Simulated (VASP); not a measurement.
## YTl: electric field gradients with LDA

The system is YTl.

```
Y Tl
1.0
     3.75100    0.00000    0.00000
     0.00000    3.75100    0.00000
     0.00000    0.00000    3.67598
Y Tl
1 1
Direct
  0.50000 0.50000 0.50000
  0.00000 0.00000 0.00000
```

This cell differs from its parent crystal: zz strain of -2 %.

```json
{"Program": "VASP 6.6.1", "Task": "electric field gradients", "Functional": "LDA", "Potentials or basis": "VASP PAW LDA potentials, release 64 (Y_sv, Tl_d)", "Cutoff": "520 eV", "k mesh": "11 × 11 × 11", "Occupations": "fermi-dirac, width 0.08 eV", "Spin": "no spin polarisation", "Dipole correction": "no", "Further INCAR settings": "ALGO = Normal; EDIFF = 1e-08; NBANDS = 19"}
```

The pressure is -1.7 GPa. The band gap on the k mesh is zero (bands 12 and 13 overlap by 2.21 eV) and the largest electric field gradient by atom is Y -1.1; Tl +17.0 V/Å².

Stress tensor (GPa, compression positive):
```
-1.84  0.00  0.00
 0.00 -1.84  0.00
 0.00  0.00 -1.50
```

Levels at points of the mesh, in eV from the Fermi level:
| k point | band 10 | band 11 | band 12 | band 13 | band 14 | band 15 |
| --- | --- | --- | --- | --- | --- | --- |
| (0.00, 0.00, 0.00) | -9.15 | -0.15 | -0.14 | 3.01 | 3.01 | 3.40 |

Electric field gradients, principal values (V/Å²):
```
atom   least  middle  greatest (by size)
 1 Y   0.539   0.539              -1.078
2 Tl  -8.501  -8.501              17.002
```

Wall time 2 min on 1 thread of Oxide Virtual Turin-like Processor, with other jobs on the host, peak memory 0.23 GiB.

Caveat: the cell differs from its parent crystal (zz strain of -2 %); without QUAD_EFG the Cq values of the log hold for a quadrupole moment of 1 mb, not for the nuclei; spin-orbit coupling is left out, which moves the levels of the heavy elements.
